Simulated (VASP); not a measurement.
Set up this calculation in VASP 6.6.1, as the native input.

| Item | Value |
| --- | --- |
| Task | single point |
| Functional | PBE |
| Dispersion | D3(BJ) |
| Potentials or basis | VASP PAW PBE potentials, release 64 (Mg, I) |
| Cutoff | 520 eV |
| k mesh | 6 × 6 × 1 |
| Occupations | gaussian, width 0.02 eV |
| Spin | no spin polarisation |
| Dipole correction | yes |
| Further INCAR settings | ALGO = Normal; EDIFF = 1e-06; NBANDS = 25 |

The structure of MgI2 lies in POSCAR:

```
MgI2
1.0
    4.1291188703      0.0000000000      0.0000000000
   -2.0645594352      3.5759218369      0.0000000000
    0.0000000000      0.0000000000     44.2065077502
Mg I
2 4
Direct
    0.0000000000      0.0000000000      0.1937108990
    0.3333333333      0.6666666667      0.3491955920
    0.3333333333      0.6666666667      0.2316594064
    0.6666666667      0.3333333333      0.1556767468
    0.6666666667      0.3333333333      0.3872297441
    0.0000000000      0.0000000000      0.3112470845
```

The input as run:

INCAR

```
SYSTEM = MgI2
ALGO = Normal
DIPOL = 0.5 0.5 0.271
EDIFF = 1E-6
ENCUT = 520
GGA = PE
IDIPOL = 3
ISIF = 2
ISMEAR = 0
IVDW = 12
LASPH = .TRUE.
LCHARG = .TRUE.
LDIPOL = .TRUE.
LELF = .TRUE.
LREAL = .FALSE.
LVACPOTAV = .TRUE.
LVHAR = .TRUE.
LWAVE = .FALSE.
NBANDS = 25
NELM = 60
PREC = Accurate
SIGMA = 0.02
```

KPOINTS

```
k-points
0
G
  6 6 1
  0 0 0
```

Potentials or basis: VASP PAW PBE potentials, release 64 (Mg, I).

Command:

```bash
$ cat potpaw_PBE.64/Mg/POTCAR potpaw_PBE.64/I/POTCAR > POTCAR
$ mpirun -np 1 vasp_std > vasp.out
```

Results of the run:

```json
{
  "Largest force": "0.011 eV/Å",
  "Band gap on the k mesh": "3.44 eV, indirect (least direct gap 3.88 eV)",
  "Dispersion energy per atom": "-0.273 eV",
  "Ionisation potential of the upper face": "6.33 eV"
}
```

Caveat: spin-orbit coupling is left out, which moves the levels of the heavy elements.

It took 3.6 min on 1 thread of Intel(R) Xeon(R) Platinum 8488C (Sapphire Rapids) (shared host), peak memory 0.71 GiB.
